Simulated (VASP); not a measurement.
Wanted: the native input for a VASP 6.6.1 run.

- Task: single point
- Functional: PBE
- Potentials or basis: VASP PAW PBE potentials, release 64 (Sn_d)
- Cutoff: 520 eV
- k mesh: 16 × 16 × 16
- Occupations: gaussian, width 0.05 eV
- Spin: no spin polarisation
- Dipole correction: no
- Further INCAR settings: ALGO = Fast; EDIFF = 1e-06; NBANDS = 21

The structure of Sn lies in POSCAR:

```
Sn
1.0
   -2.9315783667      2.9315783667      1.5808498719
    2.9315783667     -2.9315783667      1.5808498719
    2.9315783667      2.9315783667     -1.5808498719
Sn
2
Direct
    0.0000000000      0.0000000000      0.0000000000
    0.7500000000      0.2500000000      0.5000000000
```

These files were run (other wordings do the same):

INCAR

```
SYSTEM = Sn
PREC = Accurate
ENCUT = 520
EDIFF = 1E-6
ISMEAR = 0
SIGMA = 0.05
LREAL = .False.
LASPH = .True.
NELM = 100
ALGO = Fast
ISIF = 2
LWAVE = .False.
LCHARG = .False.
GGA = PE
NBANDS = 21
```

KPOINTS

```
regular mesh
0
Gamma
  16 16 16
  0 0 0
```

Potentials or basis: VASP PAW PBE potentials, release 64 (Sn_d).

The run is started by

```sh
$ cat potpaw_PBE.64/Sn_d/POTCAR > POTCAR
$ mpirun -np 1 vasp_std > vasp.out
```

Results of the run:

```yaml
Pressure: 2.3 GPa
Band_gap_on_the_k_mesh: zero (band 14 reaches 9.56 eV, above the bottom of band 15 at 5.31 eV)
```

Caveat: spin-orbit coupling is left out, which moves the levels of the heavy elements.

Wall time 3 min on 1 thread of Intel(R) Xeon(R) 6975P-C (Granite Rapids) (shared host), peak memory 0.44 GiB.
